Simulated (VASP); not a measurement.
Input of a VASP 6.6.1 run:

Contents of INCAR:

```
PREC = Accurate
ENCUT = 400
EDIFF = 1E-6
ISMEAR = 0
SIGMA = 0.1
LREAL = F
LASPH = T
NELM = 120
ALGO = Normal
ISIF = 2
LWAVE = F
LCHARG = F
GGA = PE
NBANDS = 12
GGA_COMPAT = F
```

The input KPOINTS:

```
Automatic mesh
0
Gamma
  10 10 10
```

File POSCAR:

```
Ag
1.0
    3.4647886600      0.0000000000      0.0000000000
    0.0000000000      3.4647886600      0.0000000000
    0.0000000000      0.0000000000      3.4647886600
Ag
1
Direct
    0.0000000000      0.0000000000      0.0000000000
```

Potentials or basis: VASP PAW PBE potentials, release 64 (Ag).

Launch:

```sh
$ cat potpaw_PBE.64/Ag/POTCAR > POTCAR
$ mpirun -np 1 vasp_std > vasp.out
```

(1) What does it give for the pressure?

Results:

(1) -6.3 GPa.
